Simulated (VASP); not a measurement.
# P (P6/mmm) in VASP: notebook

The runs below take P through single point, with revPBE.

All numbers are computed with VASP 6.6.1; they aren't measurements. Logs are shortened: lines on timing, memory, paths and dates and some standing lists are left out, and cuts for length are marked.

**1. The cell of the first run**

It takes space group P6/mmm (No. 191, hexagonal). The conventional cell has a = 4.286 Å, b = 4.286 Å, c = 2.414 Å, α = 90.00°, β = 90.00°, γ = 120.00°. P (site symmetry 6/mmm) has 14 P at 2.41 to 2.75 Å within 3.2 Å. P (site symmetry -6m2) has 11 P at 2.41 to 2.75 Å within 3.2 Å.

**2. Single point, revPBE (volume scaled by 0.88)**

INCAR reads:

```
SYSTEM = P
PREC = Accurate ; ENCUT = 520
EDIFF = 1E-7 ; ISMEAR = -1
SIGMA = 0.1 ; LREAL = .False.
LASPH = .True. ; NELM = 80
ALGO = Normal ; ISIF = 2
LWAVE = .False. ; LCHARG = .False.
GGA = RE ; NBANDS = 14
```

KPOINTS reads:

```
Automatic mesh
0
Gamma
  9 9 14
  0 0 0
```

POSCAR reads:

```
P
1.0
    4.2858586102      0.0000000000      0.0000000000
   -2.1429293051      3.7116624335      0.0000000000
    0.0000000000      0.0000000000      2.4142069217
P
3
Direct
    0.0000000000      0.0000000000      0.0000000000
    0.3333333333      0.6666666667      0.5000000000
    0.6666666667      0.3333333333      0.5000000000
```

Potentials or basis: VASP PAW PBE potentials, release 64 (P).

The run is started by

```console
$ cat potpaw_PBE.64/P/POTCAR > POTCAR
$ mpirun -np 1 vasp_std > vasp.out
```

OUTCAR:

```text
SYSTEM = P
   PREC = Accurate
   ENCUT = 520
   EDIFF = 1E-7
   ISMEAR = -1
   LREAL = .False.
   LASPH = .True.
   NELM = 80
   ISIF = 2
   GGA = RE

 ion  position               nearest neighbor table
   1  0.000  0.000  0.000-   2 2.75   3 2.75   2 2.75   3 2.75   3 2.75   3 2.75   2 2.75   2 2.75
                             3 2.75   3 2.75   2 2.75   2 2.75
   2  0.333  0.667  0.500-   3 2.47   3 2.47   3 2.47   1 2.75   1 2.75   1 2.75   1 2.75   1 2.75
                             1 2.75
   3  0.667  0.333  0.500-   2 2.47   2 2.47   2 2.47   1 2.75   1 2.75   1 2.75   1 2.75   1 2.75
                             1 2.75

  LATTYP: Found a hexagonal cell.
 ALAT       =     4.2858586102
 C/A-ratio  =     0.5632959790

  Lattice vectors:

 A1 = (   4.2858586102,   0.0000000000,   0.0000000000)
 A2 = (  -2.1429293051,   3.7116624335,   0.0000000000)
 A3 = (   0.0000000000,   0.0000000000,   2.4142069217)

Analysis of symmetry for initial positions (statically):
=====================================================================
 Subroutine PRICEL returns:
 Original cell was already a primitive cell.

 Routine SETGRP: Setting up the symmetry group for a
 hexagonal supercell.

 Subroutine GETGRP returns: Found 24 space group operations
 (whereof 24 operations were pure point group operations)
 out of a pool of 24 trial point group operations.

The static configuration has the point symmetry D_6h.

Analysis of symmetry for dynamics (positions and initial velocities):
=====================================================================
 Subroutine PRICEL returns:
 Original cell was already a primitive cell.

 Routine SETGRP: Setting up the symmetry group for a
 hexagonal supercell.

 Subroutine GETGRP returns: Found 24 space group operations
 (whereof 24 operations were pure point group operations)
 out of a pool of 24 trial point group operations.

The dynamic configuration has the point symmetry D_6h.

 Subroutine INISYM returns: Found 24 space group operations
 (whereof 24 operations are pure point group operations),
 and found     1 'primitive' translations

----------------------------------------------------------------------------------------

                                     Primitive cell

  volume of cell :      38.4044

  direct lattice vectors                    reciprocal lattice vectors
     4.285858610  0.000000000  0.000000000     0.233325476  0.134710526  0.000000000
    -2.142929305  3.711662433  0.000000000     0.000000000  0.269421053  0.000000000
     0.000000000  0.000000000  2.414206922     0.000000000  0.000000000  0.414214702

  length of vectors
     4.285858610  4.285858610  2.414206922     0.269421053  0.269421053  0.414214702

  position of ions in fractional coordinates (direct lattice)
     0.000000000  0.000000000  0.000000000
     0.333333333  0.666666667  0.500000000
     0.666666667  0.333333333  0.500000000

  ion indices of the primitive-cell ions
   primitive index   ion index
                 1           1
                 2           2
                 3           3

----------------------------------------------------------------------------------------

 KPOINTS: Automatic mesh

Automatic generation of k-mesh.
 Grid dimensions read from file:
 generate k-points for:    9    9   14

 Generating k-lattice:

  Cartesian coordinates                     Fractional coordinates (reciprocal lattice)
     0.025925053  0.014967836  0.000000000     0.111111111  0.000000000  0.000000000
     0.000000000  0.029935673  0.000000000     0.000000000  0.111111111  0.000000000
     0.000000000  0.000000000  0.029586764     0.000000000  0.000000000  0.071428571

  Length of vectors
     0.029935673  0.029935673  0.029586764

  Shift w.r.t. Gamma in fractional coordinates (k-lattice)
     0.000000000  0.000000000  0.000000000

 Subroutine IBZKPT returns following result:
 ===========================================

 Found     96 irreducible k-points:

 Following reciprocal coordinates:
            Coordinates               Weight
  0.000000  0.000000  0.000000      1.000000
  0.111111  0.000000  0.000000      6.000000
  0.222222  0.000000  0.000000      6.000000
  0.333333  0.000000  0.000000      6.000000
  0.444444  0.000000  0.000000      6.000000
  0.111111  0.111111  0.000000      6.000000
[... 16 lines left out ...]
  0.333333  0.222222  0.071429     24.000000
  0.333333  0.333333  0.071429      4.000000
 [... further k-points ...]
   k-points           NKPTS =     96   k-points in BZ     NKDIM =     96   number of bands    NBANDS=     14
   number of dos      NEDOS =    301   number of ions     NIONS =      3
   total plane-waves  NPLWV =  18432
   dimension x,y,z NGX =    32 NGY =   32 NGZ =   18
   dimension x,y,z NGXF=    64 NGYF=   64 NGZF=   36
   ions per type =               3
   NGX,Y,Z   is equivalent  to a cutoff of  12.41, 12.41, 12.40 a.u.
   NGXF,Y,Z  is equivalent  to a cutoff of  24.83, 24.83, 24.79 a.u.
 SYSTEM =  P
   PREC   = accura    normal or accurate (medium, high low for compatibility)
   ISTART =      0    job   : 0-new  1-cont  2-samecut
   ICHARG =      2    charge: 1-file 2-atom 10-const
   ISPIN  =      1    spin polarized calculation?
   LNONCOLLINEAR =      F non collinear calculations
   LSORBIT =      F    spin-orbit coupling
   LASPH  =      T    aspherical Exc in radial PAW
   ENCUT  =  520.0 eV  38.22 Ry    6.18 a.u.   7.97  7.97  4.49*2*pi/ulx,y,z
   NELM   =     80;   NELMIN=  2; NELMDL= -5     # of ELM steps
   EDIFF  = 0.1E-06   stopping-criterion for ELM
   LREAL  =      F    real-space projection
   EDIFFG = 0.1E-05   stopping-criterion for IOM
   NSW    =      0    number of steps for IOM
   IBRION =     -1    ionic relax: 0-MD 1-quasi-New 2-CG
   NFREE  =      0    steps in history (QN), initial steepest desc. (CG)
   ISIF   =      2    stress and relaxation
   ISYM   =      2    0-nonsym 1-usesym 2-fastsym
   POTIM  = 0.5000    time-step for ionic-motion
   TEBEG  =    0.0;   TEEND  =   0.0 temperature during run
   PSTRESS=    0.0 pullay stress
   NELECT =      15.0000    total number of electrons
   NUPDOWN=      -1.0000    fix difference up-down
   EMIN   =  10.00;   EMAX   =-10.00  energy-range for DOS
   EFERMI =   0.00;   METHOD = LEGACY
   ISMEAR =    -1;   SIGMA  =   0.10  broadening in eV -4-tet -1-fermi 0-gaus
   EFERMI_NEDOS =   21; number of points for ismear=-14 and -15
   IALGO  =     38    algorithm
   IMIX   =      4    mixing-type and parameters
     AMIX     =   0.40;   BMIX     =  1.00
     AMIX_MAG =   1.60;   BMIX_MAG =  1.00
  volume/ion in A,a.u.               =      12.80        86.39
  Fermi-wavevector in a.u.,A,eV,Ry     =   1.196681  2.261399 19.484154  1.432045
  Thomas-Fermi vector in A             =   2.332615
   LORBIT       =      0    0 simple, 1 ext, 2 COOP (PROOUT), +10 PAW based schemes
   GGA     = RE    functional components
   LHFCALC =     F    Hartree Fock is set to
   AEXX    =    0.0000 exact exchange contribution
   IVDW    =     0    specifies the selected vdW correction
   LEPSILON=     F    determine dielectric tensor
   LRPA    =     F    only Hartree local field effects (RPA)
 non-spin polarized calculation
  energy-cutoff  :      520.00
  volume of cell :       38.40
 maximum number of plane-waves:      1068
 NGX is ok and might be reduce to    32
   NGX = 15   NGY = 15   NGZ =  9

 number of electron      14.9999998 magnetization

 Free energy of the ion-electron system (eV)
  ---------------------------------------------------
  ext. energy  EPLUGINS =         0.00000000
  ---------------------------------------------------
  free energy    TOTEN  =       -12.84650104 eV

  energy without entropy =      -12.79587436  energy(sigma->0) =      -12.82118770

 E-fermi :  11.7158     XC(G=0): -12.0276

 val. band max:       11.7036854521   @ k =   0.4444   0.0000   0.3571
 cond. band min:      11.7206658909   @ k =   0.3333   0.0000   0.0000
 fundamental gap:      0.0169804388
 Fermi energy:        11.7158213285

 k-point     1 :       0.0000    0.0000    0.0000
  band No.  band energies     occupation
      1      -6.0115      2.00000
      2       2.3492      2.00000
      3       2.3870      2.00000
      4       5.0085      2.00000
      5       5.0085      2.00000
      6       5.2660      2.00000
      7       5.2660      2.00000
      8      16.1006      0.00000
      9      18.7260      0.00000
     10      19.1271      0.00000
     11      19.1271      0.00000
     12      21.4602      0.00000
     13      21.5239      0.00000
     14      23.1385      0.00000

 k-point     2 :       0.1111    0.0000    0.0000
  band No.  band energies     occupation
      1      -5.8851      2.00000
      2       1.5484      2.00000
      3       1.9344      2.00000
      4       4.1602      2.00000
      5       5.0853      2.00000
      6       6.3501      2.00000
      7       6.8837      2.00000
      8      16.2052      0.00000
      9      17.8912      0.00000
     10      18.6511      0.00000
     11      19.0445      0.00000
     12      21.2435      0.00000
     13      21.3497      0.00000
     14      23.2297      0.00000

 k-point     3 :       0.2222    0.0000    0.0000
  band No.  band energies     occupation
      1      -5.5064      2.00000
      2      -0.0219      2.00000
      3       1.3366      2.00000
      4       3.4343      2.00000
      5       6.2404      2.00000
      6       7.7804      2.00000
      7       9.2040      2.00000
      8      15.9123      0.00000
      9      16.5172      0.00000
     10      17.2745      0.00000
     11      19.2651      0.00000
     12      20.5371      0.00000
     13      21.0575      0.00000
     14      23.0599      0.00000
[... 324 lines left out ...]
 k-point    23 :       0.3333    0.2222    0.0714
  band No.  band energies     occupation
      1      -3.5086      2.00000
      2      -2.4004      2.00000
      3      -1.3191      2.00000
      4       5.5852      2.00000
      5       7.6564      2.00000
      6       9.7252      2.00000
      7      13.7386      0.00000
      8      14.3031      0.00000
      9      15.4109      0.00000
     10      16.2646      0.00000
     11      17.2994      0.00000
     12      18.1565      0.00000
     13      19.5167      0.00000
     14      20.4434      0.00000

 k-point    24 :       0.3333    0.3333    0.0714
  band No.  band energies     occupation
      1      -2.5574      2.00000
      2      -2.5574      2.00000
      3      -2.4554      2.00000
      4       7.3383      2.00000
      5       7.6664      2.00000
      6       7.6664      2.00000
      7      14.9153      0.00000
      8      14.9153      0.00000
      9      15.7228      0.00000
     10      17.0769      0.00000
     11      17.2977      0.00000
     12      17.2977      0.00000
     13      19.3110      0.00000
     14      19.4994      0.00000

 [... further k-points ...]
[... 5 lines left out ...]
  --------------------------------------------------------------------------------------
  -------------------------------------------------------------------------------------
  Total        3.2405701      3.2405701      3.8038375      0.0000000     -0.0000000      0.0000000
  in kB      135.1920642    135.1920642    158.6907936      0.0000000     -0.0000000      0.0000000
  external PRESSURE =     143.0249740 kB  Pullay stress =       0.0000000 kB

 VOLUME and BASIS-vectors are now :
 -----------------------------------------------------------------------------
  energy-cutoff  :      520.00
  volume of cell :       38.40
      direct lattice vectors                 reciprocal lattice vectors
     4.285858610  0.000000000  0.000000000     0.233325476  0.134710526  0.000000000
    -2.142929305  3.711662433  0.000000000     0.000000000  0.269421053  0.000000000
     0.000000000  0.000000000  2.414206922     0.000000000  0.000000000  0.414214702

 POSITION                                       TOTAL-FORCE (eV/Angst)
 -----------------------------------------------------------------------------------
      0.00000      0.00000      0.00000         0.000000     -0.000000     -0.000000
     -0.00000      2.47444      1.20710         0.000000     -0.000000     -0.000000
      2.14293      1.23722      1.20710        -0.000000      0.000000      0.000000
 -----------------------------------------------------------------------------------
    total drift:                               -0.000000      0.000000      0.000000

  FREE ENERGIE OF THE ION-ELECTRON SYSTEM (eV)
  ---------------------------------------------------
  free  energy   TOTEN  =       -12.8465010427 eV

  energy  without entropy=      -12.7958743627  energy(sigma->0) =      -12.82118770
```

Run time: 20 s. Hardware: 1 thread of Intel Xeon Platinum 8488C (Sapphire Rapids), shared host; peak memory 0.16 GiB.

Results:

```
Free energy : -12.8465 eV
Pressure    : 14.3 GPa
```

Caveat: the PAW data sets were made with another functional, which shifts forces and pressure a little.

**3. Single point, revPBE (volume scaled by 0.92)**

INCAR reads:

```
PREC = Accurate ; ENCUT = 520
EDIFF = 1E-7 ; ISMEAR = -1
SIGMA = 0.1 ; LREAL = False
LASPH = True ; NELM = 100
ALGO = Normal ; ISIF = 2
LWAVE = False ; LCHARG = True
GGA = RE ; LELF = True
LVHAR = True ; NBANDS = 14
```

KPOINTS reads:

```
regular mesh
0
Gamma
  9 9 14
```

POSCAR reads:

```
P
1.0
    4.3498360814      0.0000000000      0.0000000000
   -2.1749180407      3.7670685488      0.0000000000
    0.0000000000      0.0000000000      2.4502451740
P
3
Direct
    0.0000000000      0.0000000000      0.0000000000
    0.3333333333      0.6666666667      0.5000000000
    0.6666666667      0.3333333333      0.5000000000
```

Potentials or basis: VASP PAW PBE potentials, release 64 (P).

The run is started by

```console
$ cat potpaw_PBE.64/P/POTCAR > POTCAR
$ mpirun -np 1 vasp_std > vasp.out
```

OUTCAR:

```text
PREC = Accurate
   ENCUT = 520
   EDIFF = 1E-7
   ISMEAR = -1
   LREAL = False
   LASPH = True
   NELM = 100
   ISIF = 2
   GGA = RE

 ion  position               nearest neighbor table
   1  0.000  0.000  0.000-   2 2.79   3 2.79   2 2.79   3 2.79   3 2.79   3 2.79   2 2.79   2 2.79
                             3 2.79   3 2.79   2 2.79   2 2.79
   2  0.333  0.667  0.500-   3 2.51   3 2.51   3 2.51   1 2.79   1 2.79   1 2.79   1 2.79   1 2.79
                             1 2.79
   3  0.667  0.333  0.500-   2 2.51   2 2.51   2 2.51   1 2.79   1 2.79   1 2.79   1 2.79   1 2.79
                             1 2.79

  LATTYP: Found a hexagonal cell.
 ALAT       =     4.3498360814
 C/A-ratio  =     0.5632959790

  Lattice vectors:

 A1 = (   4.3498360814,   0.0000000000,   0.0000000000)
 A2 = (  -2.1749180407,   3.7670685488,   0.0000000000)
 A3 = (   0.0000000000,   0.0000000000,   2.4502451740)

Analysis of symmetry for initial positions (statically):
=====================================================================
 Subroutine PRICEL returns:
 Original cell was already a primitive cell.

 Routine SETGRP: Setting up the symmetry group for a
 hexagonal supercell.
[... 177 lines left out ...]
      1      -6.1996      2.00000
      2       1.6961      2.00000
      3       1.7449      2.00000
      4       4.6308      2.00000
      5       4.6308      2.00000
      6       4.8906      2.00000
      7       4.8906      2.00000
      8      15.2081      0.00000
      9      18.0064      0.00000
     10      18.0064      0.00000
     11      18.0206      0.00000
     12      20.2164      0.00000
     13      20.2773      0.00000
     14      22.3128      0.00000
[... 377 lines left out ...]
      1      -2.8696      2.00000
      2      -2.8696      2.00000
      3      -2.7642      2.00000
      4       6.7665      2.00000
      5       7.1023      2.00000
      6       7.1023      2.00000
      7      14.0596      0.00000
      8      14.0596      0.00000
      9      14.8448      0.00000
     10      16.1964      0.00000
     11      16.4192      0.00000
     12      16.4192      0.00000
     13      18.5701      0.00000
     14      18.7285      0.00000

 [... further k-points ...]
[... 5 lines left out ...]
  --------------------------------------------------------------------------------------
  -------------------------------------------------------------------------------------
  Total        2.0301661      2.0301661      2.2147408      0.0000000      0.0000000      0.0000000
  in kB       81.0132756     81.0132756     88.3786829      0.0000000      0.0000000      0.0000000
  external PRESSURE =      83.4684114 kB  Pullay stress =       0.0000000 kB

 VOLUME and BASIS-vectors are now :
 -----------------------------------------------------------------------------
  energy-cutoff  :      520.00
  volume of cell :       40.15
      direct lattice vectors                 reciprocal lattice vectors
     4.349836081  0.000000000  0.000000000     0.229893720  0.132729201  0.000000000
    -2.174918041  3.767068549  0.000000000     0.000000000  0.265458403  0.000000000
     0.000000000  0.000000000  2.450245174     0.000000000  0.000000000  0.408122424

 POSITION                                       TOTAL-FORCE (eV/Angst)
 -----------------------------------------------------------------------------------
      0.00000      0.00000      0.00000        -0.000000      0.000000      0.000000
     -0.00000      2.51138      1.22512         0.000000      0.000000      0.000000
      2.17492      1.25569      1.22512        -0.000000      0.000000      0.000000
 -----------------------------------------------------------------------------------
    total drift:                               -0.000000      0.000000      0.000000

  FREE ENERGIE OF THE ION-ELECTRON SYSTEM (eV)
  ---------------------------------------------------
  free  energy   TOTEN  =       -12.9693510636 eV

  energy  without entropy=      -12.9177774282  energy(sigma->0) =      -12.94356425
```

OSZICAR:

```text
N       E                     dE             d eps       ncg     rms          rms(c)
DAV:   1     0.339180155692E+02    0.33918E+02   -0.63711E+03  2688   0.905E+02
DAV:   2    -0.112449112443E+02   -0.45163E+02   -0.41470E+02  3522   0.143E+02
DAV:   3    -0.129853876985E+02   -0.17405E+01   -0.17005E+01  3492   0.259E+01
DAV:   4    -0.129975395628E+02   -0.12152E-01   -0.12139E-01  3192   0.269E+00
DAV:   5    -0.129976436057E+02   -0.10404E-03   -0.10404E-03  3634   0.222E-01    0.889E+00
DAV:   6    -0.129778047587E+02    0.19839E-01   -0.11771E-02  3126   0.628E-01    0.511E+00
DAV:   7    -0.129692431221E+02    0.85616E-02   -0.21577E-02  3132   0.847E-01    0.148E-01
DAV:   8    -0.129693209773E+02   -0.77855E-04   -0.47129E-04  3484   0.152E-01    0.767E-02
DAV:   9    -0.129693507747E+02   -0.29797E-04   -0.29260E-05  3276   0.389E-02    0.128E-02
DAV:  10    -0.129693516642E+02   -0.88953E-06   -0.10753E-06  3488   0.774E-03    0.612E-03
DAV:  11    -0.129693510119E+02    0.65228E-06   -0.16081E-07  2500   0.307E-03    0.114E-03
DAV:  12    -0.129693510636E+02   -0.51704E-07   -0.14154E-08  1980   0.897E-04
   1 F= -.12969351E+02 E0= -.12943564E+02  d E =-.515736E-01
```

Run time: 24 s. Hardware: 1 thread of Intel Xeon Platinum 8488C (Sapphire Rapids), shared host; peak memory 0.16 GiB.

What came out:

```yaml
Free_energy: -12.9694 eV
Pressure: 8.3 GPa
```

Caveat: the PAW data sets were made with another functional, which shifts forces and pressure a little.
